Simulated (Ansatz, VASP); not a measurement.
# NiO: VASP beside Ansatz

Contents of INCAR:

```
PREC     = Accurate       # precision mode
ENCUT    = 700            # plane-wave cutoff, eV
EDIFF    = 1E-6           # SCF threshold, eV
ISMEAR   = -1             # smearing method
SIGMA    = 0.05           # smearing width, eV
LREAL    = False          # projectors in reciprocal space
LASPH    = True           # aspherical terms in the spheres
NELM     = 200            # most SCF steps
ALGO     = Normal         # electronic algorithm
ISIF     = 2              # what is computed and relaxed
LWAVE    = False          # write WAVECAR
LCHARG   = False          # write CHGCAR
ISPIN    = 2              # spin polarisation
MAGMOM   = 0.5 0          # initial moments
LORBIT   = 11             # projections on sites
NUPDOWN  = 0.5            # fixed moment
LMAXMIX  = 4              # l up to which the mixer works
GGA      = PE             # functional
NBANDS   = 23             # bands
GGA_COMPAT= False
```

Contents of KPOINTS:

```
regular mesh
0
Gamma
  9 9 9
```

File POSCAR:

```
NiO
1.0
    0.0000000000      2.0913095100      2.0913095100
    2.0913095100      0.0000000000      2.0913095100
    2.0913095100      2.0913095100      0.0000000000
Ni O
1 1
Direct
    0.0000000000      0.0000000000      0.0000000000
    0.5000000000      0.5000000000      0.5000000000
```

The input input.yaml:

```yaml
crystal:
  lattice:
    - [0.0, 2.09130951, 2.09130951]
    - [2.09130951, 0.0, 2.09130951]
    - [2.09130951, 2.09130951, 0.0]
  atoms:
    - { symbol: Ni, position: [0.0, 0.0, 0.0], spin: 0.5 }
    - { symbol: O, position: [0.5, 0.5, 0.5] }
hamiltonian:
  xc: pbe
  pseudopotentials: { kind: paw }
magnetization:
  spin_polarized: true
  initial_magnetization: 0.5
  spin_locking: { lock_magnetization: hard }
kpoints:
  mp_grid: { grid: [9, 9, 9] }
scf:
  occupations: { method: fermi_dirac, width: 0.05 }
  lower_state_search: "off"
output:
  forces: true
  stress: true
  eigenvalues: true
  write_density: true
  write_potential: true
  elf: true
  volumetric_format: npy
```

Alike in both runs: task single point; functional PBE; k mesh 9 × 9 × 9; occupations fermi-dirac, width 0.05 eV; collinear spin; fixed moment 0.5 μB.

```csv
,VASP,Ansatz
version,VASP 6.6.1,Ansatz 0.2.0
potentials or method,"VASP PAW PBE potentials, release 64 (Ni_sv_GW, O)",Ansatz PAW
plane-wave cutoff (eV),700,420
valence electrons in the cell,24,24
```

```tsv
	VASP	Ansatz	Ansatz less VASP
pressure (GPa)	-4.0	-2.6	+1.45
net moment per atom (μB)	0.25	0.25	0.000
size of the moment on the site where the two differ most (μB)	0.44	0.43	-0.012
```

Site moments also hang on the region over which each program counts them.
